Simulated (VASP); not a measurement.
Write the native input for VASP 6.6.1 that does the following.

```
Task                   : single point
Functional             : PBEsol
Potentials or basis    : VASP PAW PBE potentials, release 64 (Gd, N)
Cutoff                 : 520 eV
k mesh                 : 8 × 8 × 8
Occupations            : gaussian, width 0.05 eV
Spin                   : collinear spin, ferrimagnetic start
Starting moments       : [7.62, -0.16] μB
Hubbard terms          : Gd f U = 6.0 eV
Dipole correction      : no
Further INCAR settings : ALGO = Normal; EDIFF = 1e-06; NBANDS = 22
```

The structure of GdN lies in POSCAR:

```
GdN
1.0
    0.0000000000      2.4874438482      2.4874438482
    2.4874438482      0.0000000000      2.4874438482
    2.4874438482      2.4874438482      0.0000000000
Gd N
1 1
Direct
    0.5000000000      0.5000000000      0.5000000000
    0.0000000000      0.0000000000      0.0000000000
```

This cell differs from its parent crystal: volume scaled by 1.02.

One way to write it, as run:

INCAR

```
  ALGO = Normal
  EDIFF = 1E-6
  ENCUT = 520
  GGA = PS
  ISIF = 2
  ISMEAR = 0
  ISPIN = 2
  LASPH = True
  LCHARG = False
  LDAU = True
  LDAUJ = 0 0
  LDAUL = 3 -1
  LDAUPRINT = 1
  LDAUTYPE = 2
  LDAUU = 6 0
  LMAXMIX = 6
  LORBIT = 11
  LREAL = False
  LWAVE = False
  MAGMOM = 7.62 -0.16
  NBANDS = 22
  NELM = 150
  PREC = Accurate
  SIGMA = 0.05
```

KPOINTS

```
k-points
0
Gamma
  8 8 8
```

Potentials or basis: VASP PAW PBE potentials, release 64 (Gd, N).

The run is started by

```bash
$ cat potpaw_PBE.64/Gd/POTCAR potpaw_PBE.64/N/POTCAR > POTCAR
$ mpirun -np 1 vasp_std > vasp.out
```

Results of the run:

- Pressure: -2.5 GPa
- Band gap on the k mesh: zero (filled and empty bands overlap)
- Net moment: 7.00 μB per cell
- Site moments: Gd +6.88; N -0.12 μB
- Valence electrons inside the program's atomic spheres: Gd 15.21; N 3.62

Caveat: the PAW data sets were made with another functional, which shifts forces and pressure a little; spin-orbit coupling is left out, which moves the levels of the heavy elements; a cell with one magnetic atom can't hold antiferromagnetic order, which such compounds often take.

Wall time 61 s on 1 thread of Intel(R) Xeon(R) Platinum 8488C (Sapphire Rapids), with other jobs on the host, peak memory 0.2 GiB.
